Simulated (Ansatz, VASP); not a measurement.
## Be3CdSe in VASP and in Ansatz

File INCAR:

```
SYSTEM = Be3CdSe
PREC = Accurate
ENCUT = 600
EDIFF = 1E-6
ISMEAR = 0
SIGMA = 0.1
LREAL = .False.
LASPH = .True.
NELM = 80
ALGO = Normal
ISIF = 3
LWAVE = .False.
LCHARG = .False.
GGA = PE
IBRION = 2
NSW = 100
EDIFFG = -0.01
```

KPOINTS

```
regular mesh
0
Gamma
  8 8 8
  0 0 0
```

The input POSCAR:

```
Be3CdSe
1.0
    4.4070577682      0.0000000000      0.0000000000
    0.0000000000      4.4070577682      0.0000000000
    0.0000000000      0.0000000000      4.4070577682
Be Cd Se
3 1 1
Direct
    0.0000000000      0.5000000000      0.5000000000
    0.5000000000      0.0000000000      0.5000000000
    0.5000000000      0.5000000000      0.0000000000
    0.0000000000      0.0000000000      0.0000000000
    0.5000000000      0.5000000000      0.5000000000
```

Input for Ansatz:

```yaml
crystal:
  lattice:
    - [4.4070577682, 0.0, 0.0]
    - [0.0, 4.4070577682, 0.0]
    - [0.0, 0.0, 4.4070577682]
  atoms:
    - { symbol: Be, position: [0.0, 0.5, 0.5] }
    - { symbol: Be, position: [0.5, 0.0, 0.5] }
    - { symbol: Be, position: [0.5, 0.5, 0.0] }
    - { symbol: Cd, position: [0.0, 0.0, 0.0] }
    - { symbol: Se, position: [0.5, 0.5, 0.5] }
basis:
  ecutwfc: 420
kpoints:
  mp_grid: { grid: [8, 8, 8] }
hamiltonian:
  xc: pbe
scf:
  occupations: { method: gaussian, width: 0.1 }
output:
  forces: true
  stress: true
  eigenvalues: true
  write_density: true
  write_potential: true
  elf: true
  volumetric_format: npy
relax:
  adjacent_minimum: "off"
  f_tol: 0.01
  max_steps: 80
  cell: { stress_tol: 0.05 }
```

Change from the starting cell: species swapped into the RbMgF3 type (Pm-3m, No. 221).

Alike in both runs: task relaxation of cell and atoms; functional PBE; k mesh 8 × 8 × 8; occupations gaussian, width 0.1 eV; no spin polarisation.

|  | VASP | Ansatz |
| --- | --- | --- |
| version | VASP 6.6.1 | Ansatz 0.2.0 |
| potentials or method | VASP PAW PBE potentials, release 64 (Be, Cd, Se), cutoff 600 eV | scalar-relativistic, plane waves, PAW |
| valence electrons in the cell | 24 | 42 |

```tsv
	VASP	Ansatz	Ansatz less VASP
gap on the k mesh at the Fermi level, each at its own relaxed structure (eV)	none	none	-
relaxed volume (Å³/atom)	17.08	17.03	-0.049
relaxed cell length with the largest relative difference (Å)	4.404	4.400	-0.0043
```

A gap of «none» marks a metal or a gap that the smearing closes. VASP's potentials hold 24 valence electrons a cell and Ansatz's 42, so a difference there can come from the potentials and not from the codes.
